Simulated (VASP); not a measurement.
ZrSc3F2:

```
Zr Sc F
1.0
     4.50408    0.00000    0.00000
     0.00000    4.50408    0.00000
     0.00000    0.00000    5.59339
Zr Sc F
1 3 2
Direct
  0.00000 0.00000 0.03569
  0.50000 0.50000 0.14755
  0.00000 0.00000 0.55404
  0.50000 0.50000 0.70814
  0.50000 0.00000 0.55244
  0.00000 0.50000 0.55244
```

The cell was built from a structure type or drawn by symmetry, and may not be a known phase.

```yaml
Program: VASP 6.6.1
Task: relaxation of cell and atoms
Functional: PBE
Potentials_or_basis: VASP PAW PBE potentials, release 64 (Zr_sv, Sc_sv, F)
Cutoff: 600 eV
k_mesh: 4 × 4 × 4
Occupations: gaussian, width 0.1 eV
Spin: no spin polarisation
```

At the start: pressure 0.6 GPa; volume 18.91 Å³/atom.

Q: Where does the relaxation end?

A: Over 33 steps the energy falls by 606.2 meV/atom and the volume is 18.06 Å³/atom (-4.5 %); space group P4mm (No. 99, to 0.1 Å) before and after.

Step by step:
```tsv
step	energy change (eV)	largest force (eV/Å)	pressure (GPa)	volume (Å³)
1	0.0000	1.6392	0.56	113.47
2	-1.1535	0.8135	0.34	113.91
3	-1.3958	1.9722	1.78	113.45
4	-1.7126	1.7949	-0.45	117.59
5	-2.1881	1.4238	-5.15	127.55
6	-2.4065	1.2485	-3.98	125.26
7	-2.6876	0.9956	-0.62	120.33
8	-2.7011	1.1134	0.97	118.47
9	-2.7034	1.0819	0.52	118.98
10	-2.7567	1.1001	0.25	118.93
11	-2.8742	1.0624	-0.48	118.78
12	-2.8582	1.8687	-1.60	118.49
13	-2.9151	1.4281	-0.98	118.66
14	-2.9710	1.4931	-1.10	118.17
15	-3.1170	1.6190	-1.31	116.70
16	-3.1399	1.7551	-0.97	113.80
17	-3.1879	1.6097	-1.29	115.28
18	-3.3136	1.3657	-0.74	113.78
19	-3.4680	0.6703	0.97	110.11
20	-3.4697	0.5856	1.24	109.65
21	-3.5047	0.4022	-0.07	111.09
22	-3.5218	0.3175	-1.68	112.99
23	-3.5491	0.2843	-1.27	112.24
24	-3.5898	0.3510	0.18	110.02
25	-3.5900	0.3912	0.37	109.80
26	-3.6053	0.3415	0.06	109.89
27	-3.6192	0.2470	-0.60	110.17
28	-3.6201	0.2584	-0.49	110.12
29	-3.6300	0.1886	0.08	108.97
30	-3.6334	0.1185	0.68	107.84
31	-3.6360	0.0688	-0.40	108.70
32	-3.6370	0.0538	-0.04	108.41
33	-3.6372	0.0281	-0.02	108.36
```

Final structure:
```
Zr Sc F
1.0
     3.77431    0.00000    0.00000
     0.00000    3.77431    0.00000
     0.00000    0.00000    7.60678
Zr Sc F
1 3 2
Cartesian
  0.0000 0.0000 0.1700
  1.8872 1.8872 1.3045
  3.7743 0.0000 3.2349
  1.8872 1.8872 5.8911
  1.8872 0.0000 4.3995
  0.0000 1.8872 4.3995
```

Caveat: a cell axis changed by over 15 % at a fixed basis, so the end point is rough; an odd number of electrons without spin polarisation forces a metal; a magnetic or distorted state may lie lower.
